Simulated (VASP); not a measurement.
# Sb in VASP: a series of runs, part 2 of 2

VASP 6.6.1.

### 4 Single point, PBEsol (equal xx and yy strain of +3 %)

File INCAR:

```
PREC = Accurate
ENCUT = 520
EDIFF = 1E-6
ISMEAR = -1
SIGMA = 0.05
LREAL = F
LASPH = T
NELM = 60
ALGO = Normal
ISIF = 2
LWAVE = F
LCHARG = F
GGA = PS
NBANDS = 8
```

File KPOINTS:

```
regular mesh
0
Gamma
  12 12 12
```

File POSCAR:

```
Sb
1.0
    0.0000000000      2.3741500000      2.3050000000
    2.3741500000      0.0000000000      2.3050000000
    2.3741500000      2.3741500000      0.0000000000
Sb
1
Direct
    0.0000000000      0.0000000000      0.0000000000
```

Command:

```console
$ cat potpaw_PBE.64/Sb/POTCAR > POTCAR
$ mpirun -np 1 vasp_std > vasp.out
```

Wall time 21 s (1 thread of Intel Xeon 6975P-C, shared host); peak memory 0.18 GiB.

The run converged. Its results:

```
Free energy : -4.2979 eV
Pressure    : 0.7 GPa
```

Stress tensor (GPa, compression positive):
```
0.85 0.00 0.00
0.00 0.85 0.00
0.00 0.00 0.38
```

Levels at points of the mesh, in eV from the Fermi level:
```tsv
k point	band 1	band 2	band 3	band 4	band 5	band 6
(0.00, 0.00, 0.00)	-13.25	5.54	5.56	5.56	10.03	10.03
(0.50, 0.00, 0.00)	-9.29	-6.09	3.53	4.00	8.29	8.95
(0.50, 0.50, 0.00)	-7.30	-4.98	0.10	0.10	3.87	4.39
(0.50, 0.00, 0.50)	-7.70	-5.23	0.38	0.60	4.27	4.68
```

Caveat: the cell differs from its parent crystal (equal xx and yy strain of +3 %); the PAW data sets were made with another functional, which shifts forces and pressure a little; spin-orbit coupling is left out, which moves the levels of the heavy elements.

### 5 Single point, PBEsol (equal xy, yz and zx shear strains of -3 %)

File INCAR:

```
  PREC = Accurate
  ENCUT = 520
  EDIFF = 1E-7
  ISMEAR = -1
  SIGMA = 0.05
  LREAL = False
  LASPH = True
  NELM = 80
  ALGO = Normal
  ISIF = 2
  LWAVE = False
  LCHARG = True
  GGA = PS
  LELF = True
  LVHAR = True
  NBANDS = 8
```

KPOINTS is that of step 4.

File POSCAR:

```
Sb
1.0
   -0.0691500000      2.2704250000      2.2704250000
    2.2704250000     -0.0691500000      2.2704250000
    2.2704250000      2.2704250000     -0.0691500000
Sb
1
Direct
    0.0000000000      0.0000000000      0.0000000000
```

Command:

```console
$ cat potpaw_PBE.64/Sb/POTCAR > POTCAR
$ mpirun -np 1 vasp_std > vasp.out
```

Wall time 15 s (1 thread of Intel Xeon 6975P-C, shared host); peak memory 0.16 GiB.

Results (log left out):

* Free energy: -4.2666 eV
* Pressure: 5.8 GPa

Stress tensor (GPa, compression positive):
```
5.79 0.36 0.36
0.36 5.79 0.36
0.36 0.36 5.79
```

Levels at points of the mesh, in eV from the Fermi level:
```
           k point  band 1  band 2  band 3  band 4  band 5
(0.00, 0.00, 0.00)  -13.78    5.66    5.66    6.56    9.92
(0.50, 0.00, 0.00)   -9.62   -6.55    4.11    4.38    8.94
(0.50, 0.50, 0.00)   -7.55   -5.52   -0.05    0.76    3.98
(0.50, 0.50, 0.50)   -8.97   -6.41    3.51    3.51    8.18
```

Caveat: the cell differs from its parent crystal (equal xy, yz and zx shear strains of -3 %); the PAW data sets were made with another functional, which shifts forces and pressure a little; spin-orbit coupling is left out, which moves the levels of the heavy elements.

### 6 Single point, PBEsol (equal xy, yz and zx shear strains of -1 %)

File INCAR:

```
SYSTEM = Sb
  ALGO = Normal
  EDIFF = 1E-6
  ENCUT = 520
  GGA = PS
  ISIF = 2
  ISMEAR = -1
  LASPH = .True.
  LCHARG = .True.
  LELF = .True.
  LREAL = .False.
  LVHAR = .True.
  LWAVE = .False.
  NBANDS = 8
  NELM = 60
  PREC = Accurate
  SIGMA = 0.05
```

File KPOINTS:

```
k-points
0
Gamma
  12 12 12
  0 0 0
```

File POSCAR:

```
Sb
1.0
   -0.0230500000      2.2934750000      2.2934750000
    2.2934750000     -0.0230500000      2.2934750000
    2.2934750000      2.2934750000     -0.0230500000
Sb
1
Direct
    0.0000000000      0.0000000000      0.0000000000
```

Potentials or basis: VASP PAW PBE potentials, release 64 (Sb).

Command:

```console
$ cat potpaw_PBE.64/Sb/POTCAR > POTCAR
$ mpirun -np 1 vasp_std > vasp.out
```

OUTCAR:

```text
SYSTEM = Sb
   EDIFF = 1E-6
   ENCUT = 520
   GGA = PS
   ISIF = 2
   ISMEAR = -1
   LASPH = .True.
   LREAL = .False.
   NELM = 60
   PREC = Accurate

 ion  position               nearest neighbor table
   1  0.000  0.000  0.000-

  LATTYP: Found a trigonal (rhomboedric) cell.
 ALAT       =     3.2435453525
 COS(alpha) =     0.4899250057

  Lattice vectors:

 A1 = (  -0.0230500000,   2.2934750000,   2.2934750000)
 A2 = (   2.2934750000,  -0.0230500000,   2.2934750000)
 A3 = (   2.2934750000,   2.2934750000,  -0.0230500000)

[... 432 lines left out ...]
  band No.  band energies     occupation
      1       0.5603      2.00000
      2       3.8947      2.00000
      3      10.2585      0.00005
      4      12.9224      0.00000
      5      16.6226      0.00000
      6      20.7651      0.00000
      7      21.1901      0.00000
      8      24.0903      0.00000

 [... further k-points ...]
[... 5 lines left out ...]
  --------------------------------------------------------------------------------------
  -------------------------------------------------------------------------------------
  Total        0.8082136      0.8082136      0.8082136      0.0294239      0.0294239      0.0294239
  in kB       52.8721105     52.8721105     52.8721105      1.9248657      1.9248657      1.9248657
  external PRESSURE =      52.8721105 kB  Pullay stress =       0.0000000 kB

 VOLUME and BASIS-vectors are now :
 -----------------------------------------------------------------------------
  energy-cutoff  :      520.00
  volume of cell :       24.49
      direct lattice vectors                 reciprocal lattice vectors
    -0.023050000  2.293475000  2.293475000    -0.214750433  0.216930641  0.216930641
     2.293475000 -0.023050000  2.293475000     0.216930641 -0.214750433  0.216930641
     2.293475000  2.293475000 -0.023050000     0.216930641  0.216930641 -0.214750433

 POSITION                                       TOTAL-FORCE (eV/Angst)
 -----------------------------------------------------------------------------------
      0.00000      0.00000      0.00000        -0.000000     -0.000000      0.000000
 -----------------------------------------------------------------------------------
    total drift:                                0.000000     -0.000000     -0.000000

  FREE ENERGIE OF THE ION-ELECTRON SYSTEM (eV)
  ---------------------------------------------------
  free  energy   TOTEN  =        -4.2698505608 eV

  energy  without entropy=       -4.2634341867  energy(sigma->0) =       -4.26664237
```

OSZICAR:

```text
N       E                     dE             d eps       ncg     rms          rms(c)
DAV:   1     0.435072940113E+01    0.43507E+01   -0.17140E+03  3056   0.415E+02
DAV:   2    -0.419011741314E+01   -0.85408E+01   -0.82651E+01  4304   0.526E+01
DAV:   3    -0.427704361545E+01   -0.86926E-01   -0.86705E-01  3640   0.596E+00
DAV:   4    -0.427724713999E+01   -0.20352E-03   -0.20352E-03  4712   0.348E-01
DAV:   5    -0.427724744437E+01   -0.30437E-06   -0.30369E-06  3792   0.926E-03    0.196E+00
DAV:   6    -0.427257794321E+01    0.46695E-02   -0.14366E-03  3872   0.181E-01    0.113E+00
DAV:   7    -0.426985873726E+01    0.27192E-02   -0.30325E-03  3424   0.261E-01    0.329E-02
DAV:   8    -0.426985075942E+01    0.79778E-05   -0.29755E-05  4304   0.444E-02    0.703E-03
DAV:   9    -0.426985056078E+01    0.19864E-06   -0.39916E-07  4120   0.458E-03
   1 F= -.42698506E+01 E0= -.42666424E+01  d E =-.641637E-02
```

Wall time 13 s (1 thread of Intel Xeon 6975P-C, shared host); peak memory 0.16 GiB.

Results:

| Item | Value |
| --- | --- |
| Free energy | -4.2699 eV |
| Pressure | 5.3 GPa |

Stress tensor (GPa, compression positive):
```
5.29 0.19 0.19
0.19 5.29 0.19
0.19 0.19 5.29
```

Levels at points of the mesh, in eV from the Fermi level:
| k point | band 1 | band 2 | band 3 | band 4 | band 5 | band 6 | band 7 |
| --- | --- | --- | --- | --- | --- | --- | --- |
| (0.00, 0.00, 0.00) | -13.78 | 5.87 | 5.87 | 6.20 | 10.14 | 10.14 | 10.19 |
| (0.50, 0.00, 0.00) | -9.53 | -6.53 | 4.06 | 4.15 | 8.83 | 9.24 | 9.49 |
| (0.50, 0.50, 0.00) | -7.56 | -5.52 | 0.20 | 0.46 | 4.14 | 4.56 | 18.17 |
| (0.50, 0.50, 0.50) | -9.31 | -6.49 | 3.86 | 3.86 | 8.57 | 9.18 | 9.18 |

Caveat: the cell differs from its parent crystal (equal xy, yz and zx shear strains of -1 %); the PAW data sets were made with another functional, which shifts forces and pressure a little; spin-orbit coupling is left out, which moves the levels of the heavy elements.

### 7 Overview

```tsv
cell	gap on the mesh (eV)	pressure (GPa)
a = 3.227, b = 3.227, c = 3.195 Å, angles 60.3, 60.3, 59.3°, 1 atom	none	9.3
a = 3.276, b = 3.276, c = 3.292 Å, angles 59.8, 59.8, 60.3°, 1 atom	none	3.6
a = 3.309, b = 3.309, c = 3.358 Å, angles 59.5, 59.5, 61.0°, 1 atom	none	0.7
a = 3.212 Å, angles 62.0°, 1 atom	none	5.8
a = 3.244 Å, angles 60.7°, 1 atom	none	5.3
```

Alike in all rows: task single point; level PBEsol; potentials or basis VASP PAW PBE potentials, release 64 (Sb); no spin polarisation; k mesh 12 × 12 × 12; cutoff (eV) 520; smearing fermi-dirac 0.05 eV.

Caveats: the PAW data sets were made with another functional, which shifts forces and pressure a little; spin-orbit coupling is left out, which moves the levels of the heavy elements.

Total energies depend on the potentials used, so only differences within one code and one set of settings carry meaning.
